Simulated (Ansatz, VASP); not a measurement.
## Two plane-wave programs on TaNbO

```
Ta Nb O
1.0
    -2.37324    2.37324    2.05043
     2.37324   -2.37324    2.05043
     2.37324    2.37324   -2.05043
Ta Nb O
1 1 1
Direct
  0.75000 0.25000 0.50000
  0.50000 0.50000 0.00000
  0.25000 0.75000 0.50000
```

Alike in both runs: task relaxation of cell and atoms; functional PBE; k mesh 6 × 6 × 6; occupations gaussian, width 0.1 eV; no spin polarisation.

```csv
,VASP,Ansatz
version,VASP 6.6.1,Ansatz 0.2.0
potentials or method,"VASP PAW PBE potentials, release 64 (Ta_pv, Nb_sv, O), cutoff 600 eV","scalar-relativistic, plane waves, PAW"
valence electrons in the cell,30,32
```

|  | VASP | Ansatz | Ansatz less VASP |
| --- | --- | --- | --- |
| gap on the k mesh at the Fermi level, each at its own relaxed structure (eV) | none | none | - |
| relaxed volume (Å³/atom) | 17.79 | 17.76 | -0.033 |
| relaxed cell length with the largest relative difference (Å) | 4.182 | 4.180 | -0.0020 |

A gap of «none» marks a metal or a gap that the smearing closes. VASP's potentials hold 30 valence electrons a cell and Ansatz's 32, so a difference there can come from the potentials and not from the codes.

Neither program's run includes spin-orbit coupling. Noted on VASP's run: the volume moved by over 15 % at a fixed basis, so the end points are rough.
